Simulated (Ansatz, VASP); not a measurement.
# Al2Co: VASP beside Ansatz

```xyz
3
Lattice="2.6316 0.0000 0.0000 -1.3158 2.2791 0.0000 0.0000 0.0000 7.9223" Properties=species:S:1:pos:R:3 pbc="T T T"
Al    0.0000    0.0000    1.4699
Al    0.0000    0.0000    6.4523
Co    0.0000    0.0000    3.9611
```

Alike in both runs: functional PBE; k mesh 18 × 18 × 6; occupations gaussian, width 0.1 eV; collinear spin.

Ansatz relaxed the structure, and its values are those at the end. VASP's run is a single point on that final structure, the one shown.

```csv
,VASP,Ansatz
version,VASP 6.6.1,Ansatz 0.2.0
potentials or method,"VASP PAW PBE potentials, release 64 (Al, Co), cutoff 520 eV","scalar-relativistic, plane waves, PAW"
valence electrons in the cell,15,23
```

```tsv
	VASP	Ansatz	Ansatz less VASP
gap on the k mesh at the Fermi level (eV)	none	none	-
pressure (GPa)	-0.2	0.0	+0.17
rms of the force components (eV/Å)	0.005	0.000	-0.0042
net moment per atom (μB)	0.49	0.50	+0.007
size of the moment on the site where the two differ most (μB)	1.54	1.58	+0.040
```

Site moments also hang on the region over which each program counts them. A gap of «none» marks a metal or a gap that the smearing closes. The functional is the same, so the differences come from potentials, cutoffs and numerics. VASP's potentials hold 15 valence electrons a cell and Ansatz's 23, so a difference there can come from the potentials and not from the codes.
